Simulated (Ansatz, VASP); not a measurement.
# Two plane-wave programs on Na

```
Na
1.0
     3.65820    0.00000    0.00000
    -1.21940    3.44899    0.00000
    -1.21940   -1.72449    2.98691
Na
1
Direct
  0.00000 0.00000 0.00000
```

Change from the starting cell: volume scaled by 0.96.

Alike in both runs: functional PBE exchange alone; k mesh 9 × 9 × 9; occupations tetrahedron; collinear spin.

|  | VASP | Ansatz |
| --- | --- | --- |
| version | VASP 6.6.1 | Ansatz 0.2.0 |
| potentials or method | VASP PAW PBE potentials, release 64 (Na_pv) | JTH PAW |
| plane-wave cutoff (eV) | 520 | 1440 |
| valence electrons in the cell | 7 | 9 |
| task | single point | band structure |

```tsv
	VASP	Ansatz	Ansatz less VASP
gap on the k mesh at the Fermi level (eV)	none	none	-
pressure (GPa)	0.9	0.9	+0.01
net moment per atom (μB)	0.00	0.00	0.000
```

VASP's potentials were made for PBE, not for PBE exchange alone. A gap of «none» marks a metal or a gap that the smearing closes. With one functional, cell and mesh, what is left measures potentials, basis and numerics. VASP's potentials hold 7 valence electrons a cell and Ansatz's 9, so a difference there can come from the potentials and not from the codes.
